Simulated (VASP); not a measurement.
# AlN (Imm2) in VASP: single point with PBE

Aim: the single point of AlN with PBE.

Program: VASP 6.6.1. These are calculated values, not measurements. Logs are shortened: lines on timing, memory, paths and dates and some standing lists are left out, and cuts for length are marked.

## (1) The cell of the first run

Symmetry: Imm2, No. 44, orthorhombic system. The conventional cell has a = 3.105 Å, b = 3.118 Å, c = 4.391 Å, α = 90.00°, β = 90.00°, γ = 90.00°. Al (site symmetry mm2) has 4 N at 1.90 to 1.91 Å within 2.5 Å. Within 2.5 Å of N (site symmetry mm2) lie 4 Al at 1.90 to 1.91 Å.

## (2) Single point, PBE

INCAR

```
  PREC = Accurate
  ENCUT = 600
  EDIFF = 1E-6
  ISMEAR = 0
  SIGMA = 0.01
  LREAL = F
  LASPH = T
  NELM = 120
  ALGO = Normal
  ISIF = 2
  LWAVE = F
  LCHARG = T
  GGA = PE
  LELF = T
  LVHAR = T
  NBANDS = 16
  GGA_COMPAT = F
```

KPOINTS

```
Automatic mesh
0
Gamma
  4 4 4
```

POSCAR

```
AlN
1.0
    3.1052302636      0.0000000000      0.0000000000
    0.0000000000      4.3914587530      0.0000000000
    0.0000000000      0.0000000000      3.1176437397
Al N
2 2
Direct
    0.0000000000      0.0002696168      0.0000000000
    0.5000000000      0.5002696168      0.5000000000
    0.0000000000      0.2497303832      0.5000000000
    0.5000000000      0.7497303832      0.0000000000
```

Potentials or basis: VASP PAW PBE potentials, release 64 (Al, N).

The run is started by

```console
cat potpaw_PBE.64/Al/POTCAR potpaw_PBE.64/N/POTCAR > POTCAR
mpirun -np 1 vasp_std > vasp.out
```

OUTCAR:

```text
PREC = Accurate
   ENCUT = 600
   EDIFF = 1E-6
   ISMEAR = 0
   LREAL = F
   LASPH = T
   NELM = 120
   ISIF = 2
   GGA = PE

 ion  position               nearest neighbor table
   1  0.000  0.000  0.000-   4 1.90   4 1.90   3 1.91   3 1.91   2 3.11   2 3.11   2 3.11   2 3.11
                             2 3.11   2 3.11   2 3.11   2 3.11
   2  0.500  0.500  0.500-   3 1.90   3 1.90   4 1.91   4 1.91   1 3.11   1 3.11   1 3.11   1 3.11
                             1 3.11   1 3.11   1 3.11   1 3.11
   3  0.000  0.250  0.500-   2 1.90   2 1.90   1 1.91   1 1.91
   4  0.500  0.750  0.000-   1 1.90   1 1.90   2 1.91   2 1.91

  LATTYP: Found a simple orthorhombic cell.
 ALAT       =     3.1052302636
 B/A-ratio  =     1.0039976024
 C/A-ratio  =     1.4142135623

  Lattice vectors:

 A1 = (  -3.1052302636,   0.0000000000,   0.0000000000)
 A2 = (   0.0000000000,   0.0000000000,   3.1176437397)
 A3 = (   0.0000000000,   4.3914587530,   0.0000000000)

Analysis of symmetry for initial positions (statically):
=====================================================================
 Subroutine PRICEL returns following result:

  LATTYP: Found a body centered orthorhombic cell.
 ALAT       =     3.1052302636
 B/A-ratio  =     1.0039976024
 C/A-ratio  =     1.4142135623

  Lattice vectors:

 A1 = (   1.5526151318,   2.1957293765,   1.5588218698)
 A2 = (  -1.5526151318,   2.1957293765,  -1.5588218698)
 A3 = (  -1.5526151318,  -2.1957293765,   1.5588218699)

   2 primitive cells build up your supercell.

 Routine SETGRP: Setting up the symmetry group for a
 simple orthorhombic supercell.

 Subroutine GETGRP returns: Found  4 space group operations
 (whereof  4 operations were pure point group operations)
 out of a pool of  8 trial point group operations.

The static configuration has the point symmetry C_2v.

Analysis of symmetry for dynamics (positions and initial velocities):
=====================================================================
 Subroutine PRICEL returns following result:

  LATTYP: Found a body centered orthorhombic cell.
 ALAT       =     3.1052302636
 B/A-ratio  =     1.0039976024
 C/A-ratio  =     1.4142135623

  Lattice vectors:

 A1 = (   1.5526151318,   2.1957293765,   1.5588218698)
 A2 = (  -1.5526151318,   2.1957293765,  -1.5588218698)
[... 103 lines left out ...]
   ISTART =      0    job   : 0-new  1-cont  2-samecut
   ICHARG =      2    charge: 1-file 2-atom 10-const
   ISPIN  =      1    spin polarized calculation?
   LNONCOLLINEAR =      F non collinear calculations
   LSORBIT =      F    spin-orbit coupling
   LASPH  =      T    aspherical Exc in radial PAW
   ENCUT  =  600.0 eV  44.10 Ry    6.64 a.u.   6.20  8.77  6.23*2*pi/ulx,y,z
   NELM   =    120;   NELMIN=  2; NELMDL= -5     # of ELM steps
   EDIFF  = 0.1E-05   stopping-criterion for ELM
   LREAL  =      F    real-space projection
   EDIFFG = 0.1E-04   stopping-criterion for IOM
   NSW    =      0    number of steps for IOM
   IBRION =     -1    ionic relax: 0-MD 1-quasi-New 2-CG
   NFREE  =      0    steps in history (QN), initial steepest desc. (CG)
   ISIF   =      2    stress and relaxation
   ISYM   =      2    0-nonsym 1-usesym 2-fastsym
   POTIM  = 0.5000    time-step for ionic-motion
   TEBEG  =    0.0;   TEEND  =   0.0 temperature during run
   PSTRESS=    0.0 pullay stress
   NELECT =      16.0000    total number of electrons
   NUPDOWN=      -1.0000    fix difference up-down
   EMIN   =  10.00;   EMAX   =-10.00  energy-range for DOS
   EFERMI =   0.00;   METHOD = LEGACY
   ISMEAR =     0;   SIGMA  =   0.01  broadening in eV -4-tet -1-fermi 0-gaus
   EFERMI_NEDOS =   21; number of points for ismear=-14 and -15
   IALGO  =     38    algorithm
   IMIX   =      4    mixing-type and parameters
     AMIX     =   0.40;   BMIX     =  1.00
     AMIX_MAG =   1.60;   BMIX_MAG =  1.00
  volume/ion in A,a.u.               =      10.63        71.72
  Fermi-wavevector in a.u.,A,eV,Ry     =   1.181966  2.233593 19.007945  1.397045
  Thomas-Fermi vector in A             =   2.318230
   LORBIT       =      0    0 simple, 1 ext, 2 COOP (PROOUT), +10 PAW based schemes
   GGA     = PE    functional components
   LHFCALC =     F    Hartree Fock is set to
   AEXX    =    0.0000 exact exchange contribution
   IVDW    =     0    specifies the selected vdW correction
   LEPSILON=     F    determine dielectric tensor
   LRPA    =     F    only Hartree local field effects (RPA)
 non-spin polarized calculation
 Gauss-broadening in eV      SIGMA  =   0.01
  energy-cutoff  :      600.00
  volume of cell :       42.51
 maximum number of plane-waves:      1441
 NGX is ok and might be reduce to    28
   NGX = 13   NGY = 17   NGZ = 13

 number of electron      15.9999998 magnetization

 Free energy of the ion-electron system (eV)
  ---------------------------------------------------
  ext. energy  EPLUGINS =         0.00000000
  ---------------------------------------------------
  free energy    TOTEN  =       -29.67260865 eV

  energy without entropy =      -29.67260865  energy(sigma->0) =      -29.67260865

 E-fermi :   5.8980     XC(G=0): -10.8440

 val. band max:        5.8062399458   @ k =   0.0000   0.0000   0.0000
 cond. band min:       9.0850239247   @ k =   0.0000   0.0000   0.0000
 fundamental gap:      3.2787839789
 Fermi energy:         5.8979923614

 k-point     1 :       0.0000    0.0000    0.0000
  band No.  band energies     occupation
      1      -9.0764      2.00000
      2      -6.4623      2.00000
      3       0.9578      2.00000
      4       3.9990      2.00000
      5       4.0553      2.00000
      6       5.7732      2.00000
[... 433 lines left out ...]
      3       1.2736      2.00000
      4       1.2736      2.00000
      5       3.4276      2.00000
      6       3.4276      2.00000
[... 8 lines left out ...]
     15      19.5024      0.00000
     16      19.5024      0.00000

 [... further k-points ...]
[... 5 lines left out ...]
  --------------------------------------------------------------------------------------
  -------------------------------------------------------------------------------------
  Total        0.3284086      0.0482673     -0.0531754      0.0000000      0.0000000      0.0000000
  in kB       12.3764461      1.8190083     -2.0039753      0.0000000      0.0000000      0.0000000
  external PRESSURE =       4.0638264 kB  Pullay stress =       0.0000000 kB

 VOLUME and BASIS-vectors are now :
 -----------------------------------------------------------------------------
  energy-cutoff  :      600.00
  volume of cell :       42.51
      direct lattice vectors                 reciprocal lattice vectors
     3.105230264  0.000000000  0.000000000     0.322037310  0.000000000  0.000000000
     0.000000000  4.391458753  0.000000000     0.000000000  0.227714765  0.000000000
     0.000000000  0.000000000  3.117643740     0.000000000  0.000000000  0.320755058

 POSITION                                       TOTAL-FORCE (eV/Angst)
 -----------------------------------------------------------------------------------
      0.00000      0.00118      0.00000         0.000000     -0.000306      0.000000
      1.55262      2.19691      1.55882         0.000000     -0.000306      0.000000
      0.00000      1.09668      1.55882         0.000000      0.000306     -0.000000
      1.55262      3.29241      0.00000         0.000000      0.000306     -0.000000
 -----------------------------------------------------------------------------------
    total drift:                                0.000000     -0.000016      0.000000

  FREE ENERGIE OF THE ION-ELECTRON SYSTEM (eV)
  ---------------------------------------------------
  free  energy   TOTEN  =       -29.6726086541 eV

  energy  without entropy=      -29.6726086541  energy(sigma->0) =      -29.67260865
```

stdout:

```text
POSCAR found type information on POSCAR AlN
 POSCAR found :  2 types and       4 ions
 scaLAPACK will be used
 LDA part: xc-table for (Slater+PW92), standard interpolation
 POSCAR, INCAR and KPOINTS ok, starting setup
 FFT: planning ... GRIDC
 FFT: planning ... GRID_SOFT
 FFT: planning ... GRID
 WAVECAR not read
 entering main loop
```

It took 41 s on 1 thread of Intel Xeon 8259CL, shared host; peak memory 0.17 GiB.

What came out:

| Quantity | Value |
| --- | --- |
| Free energy | -29.6726 eV |
| Pressure | 0.4 GPa |
| Band gap on the k mesh | 3.28 eV |

Levels at points of the mesh, in eV from the valence-band top:
| k point | band 5 | band 6 | band 7 | band 8 | band 9 | band 10 | band 11 | band 12 |
| --- | --- | --- | --- | --- | --- | --- | --- | --- |
| (0.00, 0.00, 0.00) | -1.75 | -0.03 | -0.01 | 0.00 | 3.28 | 4.00 | 8.45 | 12.29 |
| (0.50, 0.00, 0.00) | -2.45 | -2.45 | -0.56 | -0.56 | 7.70 | 7.70 | 9.00 | 9.00 |
| (0.00, 0.50, 0.00) | -1.01 | -1.01 | -0.96 | -0.96 | 5.85 | 5.85 | 10.05 | 10.05 |
| (0.50, 0.50, 0.00) | -0.52 | -0.52 | -0.49 | -0.49 | 7.16 | 7.16 | 9.71 | 9.71 |
| (0.00, 0.00, 0.50) | -2.46 | -2.46 | -0.53 | -0.53 | 7.71 | 7.71 | 9.06 | 9.06 |
| (0.50, 0.00, 0.50) | -1.76 | -1.76 | -1.76 | -1.76 | 3.29 | 3.29 | 8.48 | 8.48 |
| (0.00, 0.50, 0.50) | -0.48 | -0.48 | -0.48 | -0.48 | 7.19 | 7.19 | 9.71 | 9.71 |
| (0.50, 0.50, 0.50) | -3.39 | -3.39 | -2.67 | -2.67 | 5.99 | 5.99 | 11.30 | 11.30 |

Caveat: the k points lie up to 0.51 Å⁻¹ apart. A k mesh can miss the band edges.
